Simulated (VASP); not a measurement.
Set up this calculation in VASP 6.6.1, as the native input.

```yaml
Task: single point
Functional: PBE
Potentials_or_basis: VASP PAW PBE potentials, release 64 (Pb_d, S)
Cutoff: 520 eV
k_mesh: 2 × 2 × 2, shifted
Occupations: fermi-dirac, width 0.02 eV
Spin: no spin polarisation
Dipole_correction: no
Further_INCAR_settings: LREAL = Auto; ALGO = Normal; EDIFF = 1e-06; NBANDS = 94
```

The structure of PbS lies in POSCAR:

```
PbS
1.0
    8.2277673600      0.0000000000      0.0000000000
    4.1138836800      7.1316585300      0.0000000000
    4.1138836800      0.0000000000      7.5599447400
Pb S
8 8
Direct
    0.7514477631      0.5123796919      0.4861535536
    0.7470475966      1.0013667887      0.4857178361
    0.2599729253      0.5059049006      0.4836024767
    0.2617541087      0.9951063936      0.4864843761
    0.0100709667      0.4974245451      0.9855931831
    0.0052228422      0.0043782242      0.9883797114
    0.5086610572      0.4966937193      0.9920462725
    0.5180644069      0.0071906135      0.9763198348
    0.9897629258      0.8258087477      0.6928554613
    0.9677863760      0.3341678503      0.7106263584
    0.4983453822      0.8339779555      0.6834339638
    0.4648081990      0.3290585199      0.6989589450
    0.0707393468      0.1720476373      0.1965106957
    0.0681889599      0.6638044965      0.1945639883
    0.5850614083      0.1626306132      0.1882638100
    0.5602696430      0.6728680264      0.1951024843
```

This cell differs from its parent crystal: dynamics (nvt langevin) at 200 K, volume x 1.0, from the last frame before.

One way to write it, as run:

INCAR

```
  ALGO = Normal
  EDIFF = 1E-6
  ENCUT = 520
  GGA = PE
  ISIF = 2
  ISMEAR = -1
  LASPH = True
  LCHARG = False
  LREAL = Auto
  LWAVE = False
  NBANDS = 94
  NELM = 80
  PREC = Accurate
  SIGMA = 0.02
```

KPOINTS

```
Automatic mesh
0
Gamma
  2 2 2
  0.5 0.5 0.5
```

Potentials or basis: VASP PAW PBE potentials, release 64 (Pb_d, S).

Run with:

```bash
$ cat potpaw_PBE.64/Pb_d/POTCAR potpaw_PBE.64/S/POTCAR > POTCAR
$ mpirun -np 1 vasp_std > vasp.out
```

Results of the run:

```json
{"Pressure": "1.0 GPa", "Largest force": "0.574 eV/Å", "Band gap on the k mesh": "1.08 eV"}
```

Caveat: spin-orbit coupling is left out, which moves the levels of the heavy elements.

Wall time 19 min on 1 thread of Intel(R) Xeon(R) Platinum 8488C (Sapphire Rapids) (shared host), peak memory 0.77 GiB.
